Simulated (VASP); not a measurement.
**Pb: single point with PBE**

Pb:

```xyz
6
Lattice="5.9860 3.4560 1.5661 -5.9860 3.4560 1.5661 0.0000 -6.9120 1.5661" Properties=species:S:1:pos:R:3 pbc="T T T"
Pb    1.3977    1.5293    1.8511
Pb   -2.0233    0.4458    1.8511
Pb    0.6255   -1.9751    1.8511
Pb   -1.3977   -1.5293    2.8471
Pb    2.0233   -0.4458    2.8471
Pb   -0.6255    1.9751    2.8471
```

* Program: VASP 6.6.1
* Task: single point
* Functional: PBE
* Potentials or basis: VASP PAW PBE potentials, release 64 (Pb_d)
* Cutoff: 520 eV
* k mesh: 6 × 6 × 6
* Occupations: gaussian, width 0.1 eV
* Spin: no spin polarisation
* Dipole correction: no
* Further INCAR settings: ALGO = Fast; EDIFF = 1e-07; NBANDS = 51

```yaml
Pressure: 43.0 GPa
Largest_force: 14.010 eV/Å
Band_gap_on_the_k_mesh: zero (bands 42 and 43 overlap by 1.27 eV)
```

Forces on the atoms (eV/Å):
```
Pb    7.143   7.792  -9.194
Pb  -10.320   2.290  -9.194
Pb    3.177 -10.082  -9.194
Pb   -7.143  -7.792   9.194
Pb   10.320  -2.290   9.194
Pb   -3.177  10.082   9.194
```

Stress tensor (GPa, compression positive):
```
53.32  0.00  0.00
 0.00 53.32  0.00
 0.00  0.00 22.31
```

Levels at points of the mesh, in eV from the Fermi level:
```csv
k point,band 40,band 41,band 42,band 43,band 44,band 45
"(0.00, 0.00, 0.00)",-1.30,0.40,0.61,0.91,0.91,2.30
"(0.50, 0.00, 0.00)",-1.59,-1.51,-0.87,0.01,1.39,1.63
"(0.50, 0.50, 0.00)",-1.02,-0.48,-0.15,0.64,0.82,1.58
"(0.50, 0.50, 0.50)",-1.92,-0.91,-0.91,-0.32,1.64,1.64
```

It took 16 min on 1 thread of Intel(R) Xeon(R) 6975P-C (Granite Rapids), with other jobs on the host, peak memory 0.54 GiB.

Caveat: the cell stands under pressure; spin-orbit coupling is left out, which moves the levels of the heavy elements; forces of over 1 eV/Å act on the atoms, so gaps and moduli don't describe the material at rest.
